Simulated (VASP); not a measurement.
# ZrB2 (P6/mmm) in VASP: single point with PBE

Aim: the single point of ZrB2 with PBE.

Everything below comes from runs of VASP 6.6.1. Logs are shortened: lines on timing, memory, paths and dates and some standing lists are left out, and cuts for length are marked.

## 1. The cell of the first run

It takes space group P6/mmm (No. 191, hexagonal). Conventional cell: a = 3.168 Å, b = 3.168 Å, c = 3.552 Å, α = 90.00°, β = 90.00°, γ = 120.00°. Within 3.4 Å of Zr (site symmetry 6/mmm) lie 12 B at 2.55 Å and 6 Zr at 3.17 Å. B (site symmetry -6m2) has 3 B at 1.83 Å within 2.4 Å.

## 2. Single point, PBE

The input, INCAR:

```
PREC     = Accurate       # precision mode
ENCUT    = 520            # plane-wave cutoff, eV
EDIFF    = 1E-6           # SCF threshold, eV
ISMEAR   = -1             # smearing method
SIGMA    = 0.05           # smearing width, eV
LREAL    = False          # projectors in reciprocal space
LASPH    = True           # aspherical terms in the spheres
NELM     = 60             # most SCF steps
ALGO     = Normal         # electronic algorithm
ISIF     = 2              # what is computed and relaxed
LWAVE    = False          # write WAVECAR
LCHARG   = False          # write CHGCAR
GGA      = PE             # functional
NBANDS   = 16             # bands
```

The input, KPOINTS:

```
regular mesh
0
Gamma
  11 11 9
```

The input, POSCAR:

```
ZrB2
1.0
    3.1675246616      0.0000000000      0.0000000000
   -1.5837623308      2.7431568240      0.0000000000
    0.0000000000      0.0000000000      3.5523880600
Zr B
1 2
Direct
    0.0000000000      0.0000000000      0.0000000000
    0.3333333333      0.6666666667      0.5000000000
    0.6666666667      0.3333333333      0.5000000000
```

Potentials or basis: VASP PAW PBE potentials, release 64 (Zr_sv, B).

Started as:

```
$ cat potpaw_PBE.64/Zr_sv/POTCAR potpaw_PBE.64/B/POTCAR > POTCAR
$ mpirun -np 1 vasp_std > vasp.out
```

OUTCAR:

```text
PREC = Accurate
   ENCUT = 520
   EDIFF = 1E-6
   ISMEAR = -1
   LREAL = False
   LASPH = True
   NELM = 60
   ISIF = 2
   GGA = PE

 ion  position               nearest neighbor table
   1  0.000  0.000  0.000-   2 2.55   3 2.55   2 2.55   3 2.55   2 2.55   2 2.55   3 2.55   3 2.55
                             3 2.55   3 2.55   2 2.55   2 2.55
   2  0.333  0.667  0.500-   3 1.83   3 1.83   3 1.83   1 2.55   1 2.55   1 2.55   1 2.55   1 2.55
                             1 2.55
   3  0.667  0.333  0.500-   2 1.83   2 1.83   2 1.83   1 2.55   1 2.55   1 2.55   1 2.55   1 2.55
                             1 2.55

  LATTYP: Found a hexagonal cell.
 ALAT       =     3.1675246616
 C/A-ratio  =     1.1215028893

  Lattice vectors:

 A1 = (   3.1675246616,   0.0000000000,   0.0000000000)
 A2 = (  -1.5837623308,   2.7431568240,   0.0000000000)
 A3 = (   0.0000000000,   0.0000000000,   3.5523880600)

Analysis of symmetry for initial positions (statically):
=====================================================================
 Subroutine PRICEL returns:
 Original cell was already a primitive cell.

 Routine SETGRP: Setting up the symmetry group for a
 hexagonal supercell.

 Subroutine GETGRP returns: Found 24 space group operations
 (whereof 24 operations were pure point group operations)
 out of a pool of 24 trial point group operations.

The static configuration has the point symmetry D_6h.

Analysis of symmetry for dynamics (positions and initial velocities):
=====================================================================
 Subroutine PRICEL returns:
 Original cell was already a primitive cell.

 Routine SETGRP: Setting up the symmetry group for a
 hexagonal supercell.

 Subroutine GETGRP returns: Found 24 space group operations
 (whereof 24 operations were pure point group operations)
 out of a pool of 24 trial point group operations.

The dynamic configuration has the point symmetry D_6h.

 Subroutine INISYM returns: Found 24 space group operations
 (whereof 24 operations are pure point group operations),
 and found     1 'primitive' translations

----------------------------------------------------------------------------------------

                                     Primitive cell

  volume of cell :      30.8668

  direct lattice vectors                    reciprocal lattice vectors
     3.167524662  0.000000000  0.000000000     0.315703935  0.182271752  0.000000000
    -1.583762331  2.743156824  0.000000000     0.000000000  0.364543504  0.000000000
     0.000000000  0.000000000  3.552388060     0.000000000  0.000000000  0.281500777

  length of vectors
     3.167524662  3.167524662  3.552388060     0.364543504  0.364543504  0.281500777

  position of ions in fractional coordinates (direct lattice)
     0.000000000  0.000000000  0.000000000
     0.333333333  0.666666667  0.500000000
     0.666666667  0.333333333  0.500000000

  ion indices of the primitive-cell ions
   primitive index   ion index
                 1           1
                 2           2
                 3           3

----------------------------------------------------------------------------------------

 KPOINTS: regular mesh

Automatic generation of k-mesh.
 Grid dimensions read from file:
 generate k-points for:   11   11    9

 Generating k-lattice:

  Cartesian coordinates                     Fractional coordinates (reciprocal lattice)
     0.028700358  0.016570159  0.000000000     0.090909091  0.000000000  0.000000000
     0.000000000  0.033140319  0.000000000     0.000000000  0.090909091  0.000000000
     0.000000000  0.000000000  0.031277864     0.000000000  0.000000000  0.111111111

  Length of vectors
     0.033140319  0.033140319  0.031277864

  Shift w.r.t. Gamma in fractional coordinates (k-lattice)
     0.000000000  0.000000000  0.000000000

 Subroutine IBZKPT returns following result:
 ===========================================

 Found     80 irreducible k-points:

 Following reciprocal coordinates:
            Coordinates               Weight
  0.000000  0.000000  0.000000      1.000000
  0.090909  0.000000  0.000000      6.000000
  0.181818  0.000000  0.000000      6.000000
  0.272727  0.000000  0.000000      6.000000
  0.363636  0.000000  0.000000      6.000000
  0.454545  0.000000  0.000000      6.000000
[... 16 lines left out ...]
  0.090909  0.090909  0.111111     12.000000
  0.181818  0.090909  0.111111     24.000000
 [... further k-points ...]
   k-points           NKPTS =     80   k-points in BZ     NKDIM =     80   number of bands    NBANDS=     16
   number of dos      NEDOS =    301   number of ions     NIONS =      3
   total plane-waves  NPLWV =  16128
   dimension x,y,z NGX =    24 NGY =   24 NGZ =   28
   dimension x,y,z NGXF=    48 NGYF=   48 NGZF=   56
   ions per type =               1   2
   NGX,Y,Z   is equivalent  to a cutoff of  12.60, 12.60, 13.10 a.u.
   NGXF,Y,Z  is equivalent  to a cutoff of  25.19, 25.19, 26.21 a.u.
 SYSTEM =  unknown system
   PREC   = accura    normal or accurate (medium, high low for compatibility)
   ISTART =      0    job   : 0-new  1-cont  2-samecut
   ICHARG =      2    charge: 1-file 2-atom 10-const
   ISPIN  =      1    spin polarized calculation?
   LNONCOLLINEAR =      F non collinear calculations
   LSORBIT =      F    spin-orbit coupling
   LASPH  =      T    aspherical Exc in radial PAW
   ENCUT  =  520.0 eV  38.22 Ry    6.18 a.u.   5.89  5.89  6.61*2*pi/ulx,y,z
   NELM   =     60;   NELMIN=  2; NELMDL= -5     # of ELM steps
   EDIFF  = 0.1E-05   stopping-criterion for ELM
   LREAL  =      F    real-space projection
   EDIFFG = 0.1E-04   stopping-criterion for IOM
   NSW    =      0    number of steps for IOM
   IBRION =     -1    ionic relax: 0-MD 1-quasi-New 2-CG
   NFREE  =      0    steps in history (QN), initial steepest desc. (CG)
   ISIF   =      2    stress and relaxation
   ISYM   =      2    0-nonsym 1-usesym 2-fastsym
   POTIM  = 0.5000    time-step for ionic-motion
   TEBEG  =    0.0;   TEEND  =   0.0 temperature during run
   PSTRESS=    0.0 pullay stress
   NELECT =      18.0000    total number of electrons
   NUPDOWN=      -1.0000    fix difference up-down
   EMIN   =  10.00;   EMAX   =-10.00  energy-range for DOS
   EFERMI =   0.00;   METHOD = LEGACY
   ISMEAR =    -1;   SIGMA  =   0.05  broadening in eV -4-tet -1-fermi 0-gaus
   EFERMI_NEDOS =   21; number of points for ismear=-14 and -15
   IALGO  =     38    algorithm
   IMIX   =      4    mixing-type and parameters
     AMIX     =   0.40;   BMIX     =  1.00
     AMIX_MAG =   1.60;   BMIX_MAG =  1.00
  volume/ion in A,a.u.               =      10.29        69.43
  Fermi-wavevector in a.u.,A,eV,Ry     =   1.367735  2.584645 25.452408  1.870699
  Thomas-Fermi vector in A             =   2.493761
   LORBIT       =      0    0 simple, 1 ext, 2 COOP (PROOUT), +10 PAW based schemes
   GGA     = PE    functional components
   LHFCALC =     F    Hartree Fock is set to
   AEXX    =    0.0000 exact exchange contribution
   IVDW    =     0    specifies the selected vdW correction
   LEPSILON=     F    determine dielectric tensor
   LRPA    =     F    only Hartree local field effects (RPA)
 non-spin polarized calculation
  energy-cutoff  :      520.00
  volume of cell :       30.87
 maximum number of plane-waves:       842
 NGX is ok and might be reduce to    24
   NGX = 11   NGY = 11   NGZ = 13

 number of electron      18.0000000 magnetization

 Free energy of the ion-electron system (eV)
  ---------------------------------------------------
  ext. energy  EPLUGINS =         0.00000000
  ---------------------------------------------------
  free energy    TOTEN  =       -24.98216648 eV

  energy without entropy =      -24.98068511  energy(sigma->0) =      -24.98142580

 E-fermi :  10.4098     XC(G=0): -12.4240

 val. band max:       10.2873854912   @ k =   0.1818   0.1818   0.1111
 cond. band min:      10.4170350556   @ k =   0.2727   0.1818   0.0000
 fundamental gap:      0.1296495644
 Fermi energy:        10.4098497969

 k-point     1 :       0.0000    0.0000    0.0000
  band No.  band energies     occupation
      1     -38.1765      2.00000
      2     -16.3646      2.00000
      3     -15.8036      2.00000
      4     -15.8036      2.00000
      5      -2.2366      2.00000
      6       7.8878      2.00000
[... 8 lines left out ...]
     15      15.6564      0.00000
     16      15.6564      0.00000

 k-point     2 :       0.0909    0.0000    0.0000
  band No.  band energies     occupation
      1     -38.1673      2.00000
      2     -16.3510      2.00000
      3     -15.8836      2.00000
      4     -15.8210      2.00000
      5      -2.0719      2.00000
      6       7.4205      2.00000
[... 8 lines left out ...]
     15      16.2130      0.00000
     16      16.6602      0.00000

 k-point     3 :       0.1818    0.0000    0.0000
  band No.  band energies     occupation
      1     -38.1427      2.00000
      2     -16.3143      2.00000
      3     -16.0927      2.00000
      4     -15.8671      2.00000
      5      -1.5996      2.00000
      6       6.3147      2.00000
[... 8 lines left out ...]
     15      17.2213      0.00000
     16      17.7534      0.00000

 k-point     4 :       0.2727    0.0000    0.0000
  band No.  band energies     occupation
      1     -38.1101      2.00000
      2     -16.3559      2.00000
      3     -16.2657      2.00000
      4     -15.9268      2.00000
      5      -0.8707      2.00000
      6       5.0093      2.00000
[... 8 lines left out ...]
     15      17.8510      0.00000
     16      19.8139      0.00000

 k-point     5 :       0.3636    0.0000    0.0000
  band No.  band energies     occupation
      1     -38.0800      2.00000
      2     -16.5884      2.00000
      3     -16.2206      2.00000
      4     -15.9810      2.00000
      5       0.0590      2.00000
      6       3.6819      2.00000
[... 8 lines left out ...]
     15      19.1462      0.00000
     16      20.0307      0.00000

 k-point     6 :       0.4545    0.0000    0.0000
  band No.  band energies     occupation
      1     -38.0620      2.00000
      2     -16.7228      2.00000
      3     -16.1936      2.00000
      4     -16.0128      2.00000
      5       1.1276      2.00000
      6       2.4135      2.00000
[... 8 lines left out ...]
     15      18.5655      0.00000
     16      20.2279      0.00000
[... 267 lines left out ...]
 k-point    21 :       0.3636    0.0000    0.1111
  band No.  band energies     occupation
      1     -38.0780      2.00000
      2     -16.5822      2.00000
      3     -16.2554      2.00000
      4     -15.9770      2.00000
      5       0.1289      2.00000
      6       3.6009      2.00000
[... 8 lines left out ...]
     15      18.3357      0.00000
     16      20.8116      0.00000

 k-point    22 :       0.4545    0.0000    0.1111
  band No.  band energies     occupation
      1     -38.0600      2.00000
      2     -16.7158      2.00000
      3     -16.2272      2.00000
      4     -16.0087      2.00000
      5       1.1674      2.00000
      6       2.3332      2.00000
[... 8 lines left out ...]
     15      18.3474      0.00000
     16      20.5461      0.00000

 k-point    23 :       0.0909    0.0909    0.1111
  band No.  band energies     occupation
      1     -38.1483      2.00000
      2     -16.3662      2.00000
      3     -16.0187      2.00000
      4     -15.8546      2.00000
      5      -1.5969      2.00000
      6       6.7616      2.00000
[... 8 lines left out ...]
     15      16.8925      0.00000
     16      17.1694      0.00000

 k-point    24 :       0.1818    0.0909    0.1111
  band No.  band energies     occupation
      1     -38.1198      2.00000
      2     -16.3227      2.00000
      3     -16.2401      2.00000
      4     -15.9196      2.00000
      5      -1.0246      2.00000
      6       5.6065      2.00000
[... 8 lines left out ...]
     15      17.5120      0.00000
     16      18.6541      0.00000

 [... further k-points ...]

------------------------ aborting loop because EDIFF is reached ----------------------------------------

  FORCE on cell =-STRESS in cart. coord.  units (eV):
  Direction    XX          YY          ZZ          XY          YZ          ZX
  --------------------------------------------------------------------------------------
  -------------------------------------------------------------------------------------
  Total        0.0875609      0.0875609     -0.1513807      0.0000000     -0.0000000     -0.0000000
  in kB        4.5449581      4.5449581     -7.8576010      0.0000000     -0.0000000     -0.0000000
  external PRESSURE =       0.4107717 kB  Pullay stress =       0.0000000 kB

 VOLUME and BASIS-vectors are now :
 -----------------------------------------------------------------------------
  energy-cutoff  :      520.00
  volume of cell :       30.87
      direct lattice vectors                 reciprocal lattice vectors
     3.167524662  0.000000000  0.000000000     0.315703935  0.182271752  0.000000000
    -1.583762331  2.743156824  0.000000000     0.000000000  0.364543504  0.000000000
     0.000000000  0.000000000  3.552388060     0.000000000  0.000000000  0.281500777

 POSITION                                       TOTAL-FORCE (eV/Angst)
 -----------------------------------------------------------------------------------
      0.00000      0.00000      0.00000         0.000000      0.000000      0.000000
     -0.00000      1.82877      1.77619        -0.000000      0.000000      0.000000
      1.58376      0.91439      1.77619         0.000000      0.000000      0.000000
 -----------------------------------------------------------------------------------
    total drift:                               -0.000000      0.000000      0.000000

  FREE ENERGIE OF THE ION-ELECTRON SYSTEM (eV)
  ---------------------------------------------------
  free  energy   TOTEN  =       -24.9821664833 eV

  energy  without entropy=      -24.9806851142  energy(sigma->0) =      -24.98142580
```

It took 18 s on 1 thread of AMD EPYC 9R45 (Zen 5), shared host; peak memory 0.14 GiB.

Results:

| Quantity | Value |
| --- | --- |
| Free energy | -24.9822 eV |
| Pressure | 0.0 GPa |
| Band gap on the k mesh | zero (band 9 reaches 11.29 eV, above the bottom of band 10 at 10.01 eV) |

Levels at points of the mesh, in eV from the Fermi level:
| k point | band 7 | band 8 | band 9 | band 10 | band 11 | band 12 |
| --- | --- | --- | --- | --- | --- | --- |
| (0.00, 0.00, 0.00) | -2.51 | -2.51 | -2.33 | 3.46 | 3.46 | 4.18 |
